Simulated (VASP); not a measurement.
# Ta (Fd-3m) in VASP: notebook

Runs on Ta. Level: PBE. Tasks: single point, relaxation of cell and atoms.

Everything below comes from runs of VASP 6.6.1. Logs are shortened: lines on timing, memory, paths and dates and some standing lists are left out, and cuts for length are marked.

### Step 1. The cell of the first run

It takes space group Fd-3m (No. 227, cubic). Conventional cell: a = 7.680 Å, b = 7.680 Å, c = 7.680 Å, α = 90.00°, β = 90.00°, γ = 90.00°. Ta (site symmetry -3m) has 12 Ta at 2.72 to 3.18 Å within 3.6 Å. Ta (site symmetry -43m) has 16 Ta at 3.18 to 3.33 Å within 4.2 Å.

### Step 2. Single point, PBE

Input file INCAR:

```
SYSTEM = Ta
  PREC = Accurate
  ENCUT = 520
  EDIFF = 1E-7
  ISMEAR = 0
  SIGMA = 0.1
  LREAL = .FALSE.
  LASPH = .TRUE.
  NELM = 80
  ALGO = Normal
  ISIF = 2
  LWAVE = .FALSE.
  LCHARG = .FALSE.
  GGA = PE
  NBANDS = 42
```

Input file KPOINTS:

```
Automatic mesh
0
G
  4 4 4
  0 0 0
```

Input file POSCAR:

```
Ta
1.0
    0.0000000000      3.8398882067      3.8398882067
    3.8398882067      0.0000000000      3.8398882067
    3.8398882067      3.8398882067      0.0000000000
Ta
6
Direct
    0.6250000000      0.6250000000      0.6250000000
    0.6250000000      0.6250000000      0.1250000000
    0.6250000000      0.1250000000      0.6250000000
    0.1250000000      0.6250000000      0.6250000000
    0.0000000000      0.0000000000      0.0000000000
    0.2500000000      0.2500000000      0.2500000000
```

Potentials or basis: VASP PAW PBE potentials, release 64 (Ta_pv).

Command:

```console
cat potpaw_PBE.64/Ta_pv/POTCAR > POTCAR
mpirun -np 1 vasp_std > vasp.out
```

OUTCAR:

```text
SYSTEM = Ta
   PREC = Accurate
   ENCUT = 520
   EDIFF = 1E-7
   ISMEAR = 0
   LREAL = .FALSE.
   LASPH = .TRUE.
   NELM = 80
   ISIF = 2
   GGA = PE

 ion  position               nearest neighbor table
   1  0.625  0.625  0.625-   2 2.72   3 2.72   4 2.72   2 2.72   3 2.72   4 2.72   6 3.18   5 3.18
                             6 3.18   5 3.18   6 3.18   5 3.18
   2  0.625  0.625  0.125-   1 2.72   1 2.72   3 2.72   4 2.72   3 2.72   4 2.72   6 3.18   5 3.18
                             6 3.18   5 3.18   6 3.18   5 3.18
   3  0.625  0.125  0.625-   1 2.72   2 2.72   1 2.72   2 2.72   4 2.72   4 2.72   5 3.18   6 3.18
                             5 3.18   6 3.18   6 3.18   5 3.18
   4  0.125  0.625  0.625-   1 2.72   2 2.72   3 2.72   1 2.72   2 2.72   3 2.72   5 3.18   6 3.18
                             5 3.18   5 3.18   6 3.18   6 3.18
   5  0.000  0.000  0.000-   1 3.18   2 3.18   3 3.18   1 3.18   2 3.18   4 3.18   1 3.18   3 3.18
                             4 3.18   2 3.18   3 3.18   4 3.18   6 3.33   6 3.33   6 3.33   6 3.33
   6  0.250  0.250  0.250-   2 3.18   3 3.18   4 3.18   1 3.18   3 3.18   4 3.18   1 3.18   2 3.18
                             4 3.18   1 3.18   2 3.18   3 3.18   5 3.33   5 3.33   5 3.33   5 3.33

  LATTYP: Found a face centered cubic cell.
 ALAT       =     7.6797764134

  Lattice vectors:

 A1 = (   0.0000000000,   3.8398882067,   3.8398882067)
 A2 = (   3.8398882067,   0.0000000000,   3.8398882067)
 A3 = (   3.8398882067,   3.8398882067,   0.0000000000)

Analysis of symmetry for initial positions (statically):
=====================================================================
 Subroutine PRICEL returns:
 Original cell was already a primitive cell.

 Routine SETGRP: Setting up the symmetry group for a
 face centered cubic supercell.

 Subroutine GETGRP returns: Found 48 space group operations
 (whereof 24 operations were pure point group operations)
 out of a pool of 48 trial point group operations.

The static configuration has the point symmetry T_d .
 The point group associated with its full space group is O_h .

Analysis of symmetry for dynamics (positions and initial velocities):
=====================================================================
 Subroutine PRICEL returns:
 Original cell was already a primitive cell.

 Routine SETGRP: Setting up the symmetry group for a
 face centered cubic supercell.

 Subroutine GETGRP returns: Found 48 space group operations
 (whereof 24 operations were pure point group operations)
 out of a pool of 48 trial point group operations.

The dynamic configuration has the point symmetry T_d .
 The point group associated with its full space group is O_h .

[... 94 lines left out ...]
   NFREE  =      0    steps in history (QN), initial steepest desc. (CG)
   ISIF   =      2    stress and relaxation
   ISYM   =      2    0-nonsym 1-usesym 2-fastsym
   POTIM  = 0.5000    time-step for ionic-motion
   TEBEG  =    0.0;   TEEND  =   0.0 temperature during run
   PSTRESS=    0.0 pullay stress
   NELECT =      66.0000    total number of electrons
   NUPDOWN=      -1.0000    fix difference up-down
   EMIN   =  10.00;   EMAX   =-10.00  energy-range for DOS
   EFERMI =   0.00;   METHOD = LEGACY
   ISMEAR =     0;   SIGMA  =   0.10  broadening in eV -4-tet -1-fermi 0-gaus
   EFERMI_NEDOS =   21; number of points for ismear=-14 and -15
   IALGO  =     38    algorithm
   IMIX   =      4    mixing-type and parameters
     AMIX     =   0.40;   BMIX     =  1.00
     AMIX_MAG =   1.60;   BMIX_MAG =  1.00
  volume/ion in A,a.u.               =      18.87       127.36
  Fermi-wavevector in a.u.,A,eV,Ry     =   1.367501  2.584202 25.443687  1.870058
  Thomas-Fermi vector in A             =   2.493548
   LORBIT       =      0    0 simple, 1 ext, 2 COOP (PROOUT), +10 PAW based schemes
   GGA     = PE    functional components
   LHFCALC =     F    Hartree Fock is set to
   AEXX    =    0.0000 exact exchange contribution
   IVDW    =     0    specifies the selected vdW correction
   LEPSILON=     F    determine dielectric tensor
   LRPA    =     F    only Hartree local field effects (RPA)
 non-spin polarized calculation
 Gauss-broadening in eV      SIGMA  =   0.10
  energy-cutoff  :      520.00
  volume of cell :      113.24
 maximum number of plane-waves:      3071
   NGX = 21   NGY = 21   NGZ = 21

 number of electron      66.0000013 magnetization

 Free energy of the ion-electron system (eV)
  ---------------------------------------------------
  ext. energy  EPLUGINS =         0.00000000
  ---------------------------------------------------
  free energy    TOTEN  =       -70.13887619 eV

  energy without entropy =      -70.08961492  energy(sigma->0) =      -70.11424556

 E-fermi :   4.8969     XC(G=0): -12.3535

 val. band max:        4.8789051646   @ k =  -0.2500   0.5000   0.2500
 cond. band min:       4.8996594272   @ k =   0.5000   0.0000   0.0000
 fundamental gap:      0.0207542626
 Fermi energy:         4.8969258959

 k-point     1 :       0.0000    0.0000    0.0000
  band No.  band energies     occupation
      1     -29.8719      2.00000
      2     -29.2264      2.00000
      3     -29.2264      2.00000
      4     -29.2264      2.00000
      5     -29.1962      2.00000
      6     -29.1962      2.00000
[... 349 lines left out ...]
     41       8.0267      0.00000
     42       8.0267      0.00000

------------------------ aborting loop because EDIFF is reached ----------------------------------------

  FORCE on cell =-STRESS in cart. coord.  units (eV):
  Direction    XX          YY          ZZ          XY          YZ          ZX
  --------------------------------------------------------------------------------------
  -------------------------------------------------------------------------------------
  Total        0.0650109      0.0650109      0.0650109     -0.0000000     -0.0000000     -0.0000000
  in kB        0.9198370      0.9198370      0.9198370     -0.0000000     -0.0000000     -0.0000000
  external PRESSURE =       0.9198370 kB  Pullay stress =       0.0000000 kB

 VOLUME and BASIS-vectors are now :
 -----------------------------------------------------------------------------
  energy-cutoff  :      520.00
  volume of cell :      113.24
      direct lattice vectors                 reciprocal lattice vectors
     0.000000000  3.839888207  3.839888207    -0.130212124  0.130212124  0.130212124
     3.839888207  0.000000000  3.839888207     0.130212124 -0.130212124  0.130212124
     3.839888207  3.839888207  0.000000000     0.130212124  0.130212124 -0.130212124

 POSITION                                       TOTAL-FORCE (eV/Angst)
 -----------------------------------------------------------------------------------
      4.79986      4.79986      4.79986         0.000000      0.000000     -0.000000
      2.87992      2.87992      4.79986         0.000000      0.000000     -0.000000
      2.87992      4.79986      2.87992         0.000000      0.000000     -0.000000
      4.79986      2.87992      2.87992         0.000000      0.000000     -0.000000
      0.00000      0.00000      0.00000        -0.000000      0.000000      0.000000
      1.91994      1.91994      1.91994         0.000000     -0.000000      0.000000
 -----------------------------------------------------------------------------------
    total drift:                                0.000000      0.000000      0.000000

  FREE ENERGIE OF THE ION-ELECTRON SYSTEM (eV)
  ---------------------------------------------------
  free  energy   TOTEN  =       -70.1388761904 eV

  energy  without entropy=      -70.0896149242  energy(sigma->0) =      -70.11424556
```

OSZICAR:

```text
N       E                     dE             d eps       ncg     rms          rms(c)
DAV:   1     0.678311199365E+03    0.67831E+03   -0.36517E+04   672   0.162E+03
DAV:   2    -0.437925936578E+02   -0.72210E+03   -0.70311E+03   748   0.490E+02
DAV:   3    -0.735350067215E+02   -0.29742E+02   -0.28525E+02   872   0.882E+01
DAV:   4    -0.741098990845E+02   -0.57489E+00   -0.57010E+00   800   0.116E+01
DAV:   5    -0.741268922768E+02   -0.16993E-01   -0.16976E-01   904   0.160E+00    0.333E+01
DAV:   6    -0.716882164011E+02    0.24387E+01   -0.13050E+01   872   0.174E+01    0.171E+01
DAV:   7    -0.707772269109E+02    0.91099E+00   -0.81137E+00   884   0.115E+01    0.104E+01
DAV:   8    -0.701463477805E+02    0.63088E+00   -0.19832E+00   864   0.976E+00    0.855E-01
DAV:   9    -0.701409814174E+02    0.53664E-02   -0.10630E-01   824   0.190E+00    0.657E-01
DAV:  10    -0.701405109840E+02    0.47043E-03   -0.14883E-02   886   0.776E-01    0.389E-01
DAV:  11    -0.701388883489E+02    0.16226E-02   -0.48253E-03   848   0.434E-01    0.142E-01
DAV:  12    -0.701388914513E+02   -0.31023E-05   -0.24946E-04   800   0.983E-02    0.681E-02
DAV:  13    -0.701388832050E+02    0.82463E-05   -0.14120E-05   880   0.170E-02    0.377E-02
DAV:  14    -0.701388760606E+02    0.71444E-05   -0.12038E-05   872   0.207E-02    0.321E-03
DAV:  15    -0.701388761955E+02   -0.13494E-06   -0.10112E-06   816   0.481E-03    0.145E-03
DAV:  16    -0.701388761904E+02    0.51486E-08   -0.22010E-08   480   0.997E-04
   1 F= -.70138876E+02 E0= -.70114246E+02  d E =-.492613E-01
```

stdout:

```text
POSCAR found type information on POSCAR Ta
 POSCAR found :  1 types and       6 ions
 scaLAPACK will be used
 LDA part: xc-table for (Slater+PW92), standard interpolation
 POSCAR, INCAR and KPOINTS ok, starting setup
 FFT: planning ... GRIDC
 FFT: planning ... GRID_SOFT
 FFT: planning ... GRID
 WAVECAR not read
 entering main loop
```

Run time: 35 s. Hardware: 1 thread of Intel Xeon Platinum 8488C (Sapphire Rapids), shared host; peak memory 0.23 GiB.

Results:

```yaml
Free_energy: -70.1389 eV
Pressure: 0.1 GPa
Band_gap_on_the_k_mesh: zero (band 33 reaches 5.09 eV, above the bottom of band 34 at 4.77 eV)
```

Levels at points of the mesh, in eV from the Fermi level:
| k point | band 29 | band 30 | band 31 | band 32 | band 33 | band 34 | band 35 | band 36 | band 37 | band 38 |
| --- | --- | --- | --- | --- | --- | --- | --- | --- | --- | --- |
| (0.00, 0.00, 0.00) | -0.56 | -0.56 | 0.19 | 0.19 | 0.19 | 1.64 | 1.64 | 1.64 | 2.24 | 2.24 |
| (0.50, 0.00, 0.00) | -0.54 | -0.54 | -0.48 | -0.19 | -0.19 | 0.00 | 1.41 | 1.41 | 1.92 | 2.35 |
| (0.50, 0.50, 0.00) | -1.00 | -1.00 | -0.57 | -0.57 | -0.12 | -0.12 | 1.04 | 1.04 | 2.03 | 2.03 |

Caveat: spin-orbit coupling is left out, which moves the levels of the heavy elements.

(Continued in part 2 of 2.)
